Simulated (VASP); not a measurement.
Input of a VASP 6.6.1 run:

File INCAR:

```
ALGO     = Fast           # electronic algorithm
EDIFF    = 1E-7           # SCF threshold, eV
ENCUT    = 520            # plane-wave cutoff, eV
GGA      = PE             # functional
ISIF     = 2              # what is computed and relaxed
ISMEAR   = -1             # smearing method
LASPH    = T              # aspherical terms in the spheres
LCHARG   = F              # write CHGCAR
LREAL    = F              # projectors in reciprocal space
LWAVE    = F              # write WAVECAR
NBANDS   = 20             # bands
NELM     = 60             # most SCF steps
PREC     = Accurate       # precision mode
SIGMA    = 0.05           # smearing width, eV
```

The input KPOINTS:

```
k-points
0
Gamma
  10 8 7
```

POSCAR

```
Ga
1.0
    2.8466641463      0.0000000000     -0.0367778826
    0.0000000000      3.2707244675      0.0000000000
   -1.4292468238      0.0000000000      4.1443747742
Ga
2
Direct
    0.1239322320      0.7500000000      0.7682504311
    0.8760677680      0.2500000000      0.2317495689
```

Potentials or basis: VASP PAW PBE potentials, release 64 (Ga_d).

Launch:

```sh
$ cat potpaw_PBE.64/Ga_d/POTCAR > POTCAR
$ mpirun -np 1 vasp_std > vasp.out
```

Question: Predict the pressure.

Answer: 0.1 GPa.

Question: Predict the band gap on the k mesh.

Answer: Zero (band 13 reaches 9.87 eV, above the bottom of band 14 at 1.46 eV).

Question: What does it give for the largest force?

Answer: 0.003 eV/Å.

Forces on the atoms (eV/Å):
```
Ga  -0.003  0.000  0.000
Ga   0.003  0.000  0.000
```
